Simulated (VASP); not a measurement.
Input of a VASP 6.6.1 run:

File INCAR:

```
SYSTEM = Ga4CN4
PREC     = Accurate       ! precision mode
ENCUT    = 520            ! plane-wave cutoff, eV
EDIFF    = 1E-6           ! SCF threshold, eV
ISMEAR   = 0              ! smearing method
SIGMA    = 0.05           ! smearing width, eV
LREAL    = .FALSE.        ! projectors in reciprocal space
LASPH    = .TRUE.         ! aspherical terms in the spheres
NELM     = 150            ! most SCF steps
ALGO     = Fast           ! electronic algorithm
ISIF     = 2              ! what is computed and relaxed
LWAVE    = .FALSE.        ! write WAVECAR
LCHARG   = .FALSE.        ! write CHGCAR
ISPIN    = 2              ! spin polarisation
MAGMOM   = 0 0 0 0 0 0 0 0 2 ! initial moments
LORBIT   = 11             ! projections on sites
LDIPOL   = .TRUE.       
IDIPOL   = 3            
DIPOL    = 0.5 0.5 0.323
GGA      = PE             ! functional
NBANDS   = 52             ! bands
```

The input KPOINTS:

```
regular mesh
0
G
  8 5 1
  0 0 0
```

Contents of POSCAR:

```
Ga4CN4
1.0
    3.2186527183      0.0000000000      0.0000000000
    0.0000000000      5.2434880756      0.0000000000
    0.0000000000      0.0000000000     19.1910778357
Ga N C
4 4 1
Direct
    0.0000000000      0.0008659247      0.2084301900
    0.5000000000      0.5008659247      0.2568456576
    0.5000000000      0.9918618151      0.3610150165
    0.0000000000      0.4623164221      0.3897090822
    0.0000000000      0.6241340753      0.2084301900
    0.5000000000      0.1241340753      0.2568456576
    0.5000000000      0.6214454689      0.3602829978
    0.0000000000      0.1155219640      0.4007632037
    0.5000000000      0.4488552974      0.4611921999
```

Potentials or basis: VASP PAW PBE potentials, release 64 (Ga_d, N, C).

Command:

```bash
$ cat potpaw_PBE.64/Ga_d/POTCAR potpaw_PBE.64/N/POTCAR potpaw_PBE.64/C/POTCAR > POTCAR
$ mpirun -np 1 vasp_std > vasp.out
```

(1) Predict the site moments.

(2) What does it give for the largest force?

Results:

(1) Ga +0.01, +0.00, +0.02 (each value once); N -0.01, -0.00 (each value once); C +0.39 μB.

(2) 2.338 eV/Å.

Caveat: a moment this small can come from the mesh or the smearing.
